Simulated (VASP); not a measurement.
# SbMo (F-43m) in VASP: further runs

The runs below take SbMo through single point, relaxation of cell and atoms, with PBE.

All numbers are computed with VASP 6.6.1; they aren't measurements. Logs are shortened: lines on timing, memory, paths and dates and some standing lists are left out, and cuts for length are marked.

### Step 1. The cell of the first run

The structure is cubic, space group F-43m (No. 216). The conventional cell has a = 6.125 Å, b = 6.125 Å, c = 6.125 Å, α = 90.00°, β = 90.00°, γ = 90.00°. Sb (site symmetry -43m) has 4 Mo at 2.65 Å within 3.5 Å. Mo (site symmetry -43m) has 4 Sb at 2.65 Å within 3.5 Å.

### Step 2. Single point, PBE

INCAR reads:

```
SYSTEM = SbMo
PREC = Accurate
ENCUT = 520
EDIFF = 1E-6
ISMEAR = 0
SIGMA = 0.1
LREAL = .FALSE.
LASPH = .TRUE.
NELM = 80
ALGO = Normal
ISIF = 2
LWAVE = .FALSE.
LCHARG = .FALSE.
GGA = PE
NBANDS = 16
```

KPOINTS reads:

```
regular mesh
0
G
  6 6 6
  0 0 0
```

POSCAR reads:

```
SbMo
1.0
    0.0000000000      3.0622983885      3.0622983885
    3.0622983885      0.0000000000      3.0622983885
    3.0622983885      3.0622983885      0.0000000000
Sb Mo
1 1
Direct
    0.0000000000      0.0000000000      0.0000000000
    0.7500000000      0.7500000000      0.7500000000
```

Potentials or basis: VASP PAW PBE potentials, release 64 (Sb, Mo_sv).

Run with:

```console
$ cat potpaw_PBE.64/Sb/POTCAR potpaw_PBE.64/Mo_sv/POTCAR > POTCAR
$ mpirun -np 1 vasp_std > vasp.out
```

OUTCAR:

```text
SYSTEM = SbMo
   PREC = Accurate
   ENCUT = 520
   EDIFF = 1E-6
   ISMEAR = 0
   LREAL = .FALSE.
   LASPH = .TRUE.
   NELM = 80
   ISIF = 2
   GGA = PE

 ion  position               nearest neighbor table
   1  0.000  0.000  0.000-   2 2.65   2 2.65   2 2.65   2 2.65
   2  0.750  0.750  0.750-   1 2.65   1 2.65   1 2.65   1 2.65

  LATTYP: Found a face centered cubic cell.
 ALAT       =     6.1245967770

  Lattice vectors:

 A1 = (   0.0000000000,   3.0622983885,   3.0622983885)
 A2 = (   3.0622983885,   0.0000000000,   3.0622983885)
 A3 = (   3.0622983885,   3.0622983885,   0.0000000000)

Analysis of symmetry for initial positions (statically):
=====================================================================
 Subroutine PRICEL returns:
 Original cell was already a primitive cell.

 Routine SETGRP: Setting up the symmetry group for a
 face centered cubic supercell.

 Subroutine GETGRP returns: Found 24 space group operations
 (whereof 24 operations were pure point group operations)
 out of a pool of 48 trial point group operations.

The static configuration has the point symmetry T_d .

Analysis of symmetry for dynamics (positions and initial velocities):
=====================================================================
 Subroutine PRICEL returns:
 Original cell was already a primitive cell.

 Routine SETGRP: Setting up the symmetry group for a
 face centered cubic supercell.

 Subroutine GETGRP returns: Found 24 space group operations
 (whereof 24 operations were pure point group operations)
 out of a pool of 48 trial point group operations.

The dynamic configuration has the point symmetry T_d .

 Subroutine INISYM returns: Found 24 space group operations
 (whereof 24 operations are pure point group operations),
 and found     1 'primitive' translations

----------------------------------------------------------------------------------------

                                     Primitive cell

  volume of cell :      57.4345

  direct lattice vectors                    reciprocal lattice vectors
     0.000000000  3.062298388  3.062298388    -0.163276055  0.163276055  0.163276055
     3.062298388  0.000000000  3.062298388     0.163276055 -0.163276055  0.163276055
     3.062298388  3.062298388  0.000000000     0.163276055  0.163276055 -0.163276055

  length of vectors
     4.330743913  4.330743913  4.330743913     0.282802423  0.282802423  0.282802423

  position of ions in fractional coordinates (direct lattice)
     0.000000000  0.000000000  0.000000000
     0.750000000  0.750000000  0.750000000

  ion indices of the primitive-cell ions
   primitive index   ion index
                 1           1
                 2           2

----------------------------------------------------------------------------------------

 KPOINTS: regular mesh

Automatic generation of k-mesh.
 Grid dimensions read from file:
 generate k-points for:    6    6    6

 Generating k-lattice:

  Cartesian coordinates                     Fractional coordinates (reciprocal lattice)
    -0.027212676  0.027212676  0.027212676     0.166666667  0.000000000  0.000000000
     0.027212676 -0.027212676  0.027212676     0.000000000  0.166666667  0.000000000
     0.027212676  0.027212676 -0.027212676     0.000000000  0.000000000  0.166666667

  Length of vectors
     0.047133737  0.047133737  0.047133737

  Shift w.r.t. Gamma in fractional coordinates (k-lattice)
     0.000000000  0.000000000  0.000000000

 Subroutine IBZKPT returns following result:
 ===========================================

 Found     16 irreducible k-points:

 Following reciprocal coordinates:
            Coordinates               Weight
  0.000000  0.000000  0.000000      1.000000
  0.166667  0.000000  0.000000      8.000000
  0.333333  0.000000  0.000000      8.000000
  0.500000  0.000000  0.000000      4.000000
  0.166667  0.166667  0.000000      6.000000
  0.333333  0.166667  0.000000     24.000000
[... 8 lines left out ...]
 -0.333333  0.333333  0.166667     24.000000
 -0.333333  0.500000  0.166667     12.000000
   k-points           NKPTS =     16   k-points in BZ     NKDIM =     16   number of bands    NBANDS=     16
   number of dos      NEDOS =    301   number of ions     NIONS =      2
   total plane-waves  NPLWV =  32768
   dimension x,y,z NGX =    32 NGY =   32 NGZ =   32
   dimension x,y,z NGXF=    64 NGYF=   64 NGZF=   64
   ions per type =               1   1
   NGX,Y,Z   is equivalent  to a cutoff of  12.28, 12.28, 12.28 a.u.
   NGXF,Y,Z  is equivalent  to a cutoff of  24.57, 24.57, 24.57 a.u.
 SYSTEM =  SbMo
   PREC   = accura    normal or accurate (medium, high low for compatibility)
   ISTART =      0    job   : 0-new  1-cont  2-samecut
   ICHARG =      2    charge: 1-file 2-atom 10-const
   ISPIN  =      1    spin polarized calculation?
   LNONCOLLINEAR =      F non collinear calculations
   LSORBIT =      F    spin-orbit coupling
   LASPH  =      T    aspherical Exc in radial PAW
   ENCUT  =  520.0 eV  38.22 Ry    6.18 a.u.   8.05  8.05  8.05*2*pi/ulx,y,z
   NELM   =     80;   NELMIN=  2; NELMDL= -5     # of ELM steps
   EDIFF  = 0.1E-05   stopping-criterion for ELM
   LREAL  =      F    real-space projection
   EDIFFG = 0.1E-04   stopping-criterion for IOM
   NSW    =      0    number of steps for IOM
   IBRION =     -1    ionic relax: 0-MD 1-quasi-New 2-CG
   NFREE  =      0    steps in history (QN), initial steepest desc. (CG)
   ISIF   =      2    stress and relaxation
   ISYM   =      2    0-nonsym 1-usesym 2-fastsym
   POTIM  = 0.5000    time-step for ionic-motion
   TEBEG  =    0.0;   TEEND  =   0.0 temperature during run
   PSTRESS=    0.0 pullay stress
   NELECT =      19.0000    total number of electrons
   NUPDOWN=      -1.0000    fix difference up-down
   EMIN   =  10.00;   EMAX   =-10.00  energy-range for DOS
   EFERMI =   0.00;   METHOD = LEGACY
   ISMEAR =     0;   SIGMA  =   0.10  broadening in eV -4-tet -1-fermi 0-gaus
   EFERMI_NEDOS =   21; number of points for ismear=-14 and -15
   IALGO  =     38    algorithm
   IMIX   =      4    mixing-type and parameters
     AMIX     =   0.40;   BMIX     =  1.00
     AMIX_MAG =   1.60;   BMIX_MAG =  1.00
  volume/ion in A,a.u.               =      28.72       193.79
  Fermi-wavevector in a.u.,A,eV,Ry     =   1.132231  2.139607 17.441961  1.281948
  Thomas-Fermi vector in A             =   2.268932
   LORBIT       =      0    0 simple, 1 ext, 2 COOP (PROOUT), +10 PAW based schemes
   GGA     = PE    functional components
   LHFCALC =     F    Hartree Fock is set to
   AEXX    =    0.0000 exact exchange contribution
   IVDW    =     0    specifies the selected vdW correction
   LEPSILON=     F    determine dielectric tensor
   LRPA    =     F    only Hartree local field effects (RPA)
 non-spin polarized calculation
 Gauss-broadening in eV      SIGMA  =   0.10
  energy-cutoff  :      520.00
  volume of cell :       57.43
 maximum number of plane-waves:      1572
   NGX = 17   NGY = 17   NGZ = 17

 number of electron      18.9999998 magnetization

 Free energy of the ion-electron system (eV)
  ---------------------------------------------------
  ext. energy  EPLUGINS =         0.00000000
  ---------------------------------------------------
  free energy    TOTEN  =       -12.53752975 eV

  energy without entropy =      -12.49907890  energy(sigma->0) =      -12.51830433

 E-fermi :   5.8429     XC(G=0):  -9.6632

 val. band max:        5.8066154368   @ k =  -0.3333   0.3333   0.1667
 cond. band min:       5.8512793586   @ k =  -0.3333   0.1667   0.0000
 fundamental gap:      0.0446639218
 Fermi energy:         5.8428948943

 k-point     1 :       0.0000    0.0000    0.0000
  band No.  band energies     occupation
      1     -54.7332      2.00000
      2     -28.8606      2.00000
      3     -28.8606      2.00000
      4     -28.8606      2.00000
      5      -4.1732      2.00000
      6       3.2221      2.00000
[... 8 lines left out ...]
     15      12.8280      0.00000
     16      12.8280      0.00000

 k-point     2 :       0.1667    0.0000    0.0000
  band No.  band energies     occupation
      1     -54.7330      2.00000
      2     -28.8666      2.00000
      3     -28.8615      2.00000
      4     -28.8615      2.00000
      5      -3.9552      2.00000
      6       2.9159      2.00000
[... 8 lines left out ...]
     15      12.9325      0.00000
     16      13.3315      0.00000

 k-point     3 :       0.3333    0.0000    0.0000
  band No.  band energies     occupation
      1     -54.7324      2.00000
      2     -28.8785      2.00000
      3     -28.8635      2.00000
      4     -28.8635      2.00000
      5      -3.4640      2.00000
      6       2.4428      2.00000
[... 8 lines left out ...]
     15      13.8136      0.00000
     16      13.9556      0.00000

 k-point     4 :       0.5000    0.0000    0.0000
  band No.  band energies     occupation
      1     -54.7320      2.00000
      2     -28.8845      2.00000
      3     -28.8644      2.00000
      4     -28.8644      2.00000
      5      -3.1818      2.00000
      6       2.2633      2.00000
[... 8 lines left out ...]
     15      14.1214      0.00000
     16      14.1214      0.00000
[... 172 lines left out ...]
 k-point    14 :       0.5000    0.3333    0.1667
  band No.  band energies     occupation
      1     -54.7319      2.00000
      2     -28.8802      2.00000
      3     -28.8695      2.00000
      4     -28.8662      2.00000
      5      -3.1176      2.00000
      6       2.4116      2.00000
[... 8 lines left out ...]
     15      12.8444      0.00000
     16      13.8031      0.00000

 k-point    15 :      -0.3333    0.3333    0.1667
  band No.  band energies     occupation
      1     -54.7317      2.00000
      2     -28.8822      2.00000
      3     -28.8715      2.00000
      4     -28.8675      2.00000
      5      -2.9247      2.00000
      6       2.6942      2.00000
[... 8 lines left out ...]
     15      13.5871      0.00000
     16      14.5671      0.00000

 k-point    16 :      -0.3333    0.5000    0.1667
  band No.  band energies     occupation
      1     -54.7316      2.00000
      2     -28.8829      2.00000
      3     -28.8714      2.00000
      4     -28.8695      2.00000
      5      -2.8314      2.00000
      6       2.3271      2.00000
[... 8 lines left out ...]
     15      13.2049      0.00000
     16      14.9828      0.00000

------------------------ aborting loop because EDIFF is reached ----------------------------------------

  FORCE on cell =-STRESS in cart. coord.  units (eV):
  Direction    XX          YY          ZZ          XY          YZ          ZX
  --------------------------------------------------------------------------------------
  -------------------------------------------------------------------------------------
  Total        0.0257134      0.0257134      0.0257134      0.0000000      0.0000000      0.0000000
  in kB        0.7172951      0.7172951      0.7172951      0.0000000      0.0000000      0.0000000
  external PRESSURE =       0.7172951 kB  Pullay stress =       0.0000000 kB

 VOLUME and BASIS-vectors are now :
 -----------------------------------------------------------------------------
  energy-cutoff  :      520.00
  volume of cell :       57.43
      direct lattice vectors                 reciprocal lattice vectors
     0.000000000  3.062298388  3.062298388    -0.163276055  0.163276055  0.163276055
     3.062298388  0.000000000  3.062298388     0.163276055 -0.163276055  0.163276055
     3.062298388  3.062298388  0.000000000     0.163276055  0.163276055 -0.163276055

 POSITION                                       TOTAL-FORCE (eV/Angst)
 -----------------------------------------------------------------------------------
      0.00000      0.00000      0.00000         0.000000     -0.000000     -0.000000
      4.59345      4.59345      4.59345        -0.000000      0.000000      0.000000
 -----------------------------------------------------------------------------------
    total drift:                               -0.000000     -0.000000     -0.000000

  FREE ENERGIE OF THE ION-ELECTRON SYSTEM (eV)
  ---------------------------------------------------
  free  energy   TOTEN  =       -12.5375297544 eV

  energy  without entropy=      -12.4990788986  energy(sigma->0) =      -12.51830433
```

It took 11 s on 1 thread of Intel Xeon Platinum 8488C (Sapphire Rapids), shared host; peak memory 0.17 GiB.

Results:

```
Free energy : -12.5375 eV
Pressure    : 0.1 GPa
```

Caveat: spin-orbit coupling is left out, which moves the levels of the heavy elements.

### Step 3. Relaxation of cell and atoms, PBE

This run uses another cell than the first one, of 23.79 Å³/atom, 0.828 times its volume.

INCAR reads:

```
ALGO = Normal
EDIFF = 1E-6
EDIFFG = -0.04
ENCUT = 600
GGA = PE
IBRION = 2
ISIF = 3
ISMEAR = 0
LASPH = T
LCHARG = F
LREAL = F
LWAVE = F
NELM = 60
NSW = 90
PREC = Accurate
SIGMA = 0.1
```

KPOINTS reads:

```
k-points
0
Gamma
  6 6 6
```

POSCAR reads:

```
SbMo
1.0
    0.0000000000      2.8759761882      2.8759761882
    2.8759761882      0.0000000000      2.8759761882
    2.8759761882      2.8759761882      0.0000000000
Sb Mo
1 1
Direct
    0.0000000000      0.0000000000      0.0000000000
    0.7500000000      0.7500000000      0.7500000000
```

Potentials or basis: VASP PAW PBE potentials, release 64 (Sb, Mo_sv).

Run with:

```console
$ cat potpaw_PBE.64/Sb/POTCAR potpaw_PBE.64/Mo_sv/POTCAR > POTCAR
$ mpirun -np 1 vasp_std > vasp.out
```

It took 33 s on 1 thread of Intel Xeon Platinum 8488C (Sapphire Rapids), shared host; peak memory 0.19 GiB.

Results (log left out):

```yaml
Free_energy: -12.5346 eV
Relaxed_volume: 28.81 Å³/atom
Relaxed_cell: a = 4.335 Å, b = 4.335 Å, c = 4.335 Å, α = 60.00°, β = 60.00°, γ = 60.00°
Space_group_after_relaxing_to_0.05_Å: F-43m (No. 216)
Energy_gained_by_relaxing: 289.3 meV/atom
Ionic_steps: 4
Pressure_after_relaxing: -0.2 GPa
```

The path:
| step | energy change (eV) | largest force (eV/Å) | pressure (GPa) | volume (Å³) |
| --- | --- | --- | --- | --- |
| 1 | 0.0000 | 0.0000 | 22.09 | 47.58 |
| 2 | 0.1388 | 0.0000 | -11.09 | 73.91 |
| 3 | -0.5772 | 0.0000 | -0.74 | 58.06 |
| 4 | -0.5785 | 0.0000 | -0.17 | 57.62 |

Final structure:
```
CELL_PARAMETERS angstrom
0.00000 3.06555 3.06555
3.06555 0.00000 3.06555
3.06555 3.06555 0.00000
ATOMIC_POSITIONS crystal
Sb 0.00000 0.00000 0.00000
Mo 0.75000 0.75000 0.75000
```

Levels at points of the mesh, in eV from the Fermi level:
```csv
k point,band 5,band 6,band 7,band 8,band 9,band 10,band 11,band 12,band 13
"(0.00, 0.00, 0.00)",-10.00,-2.61,-2.61,-2.61,-0.16,-0.16,3.64,5.39,5.39
"(0.50, 0.00, 0.00)",-9.02,-3.57,-2.30,-2.30,0.03,0.03,0.27,3.13,3.13
"(0.50, 0.50, 0.00)",-8.67,-3.94,-1.51,-1.51,-0.71,0.20,0.43,1.01,1.01
```

Caveat: the volume moved by over 15 % at a fixed basis, so the end points are rough; spin-orbit coupling is left out, which moves the levels of the heavy elements.
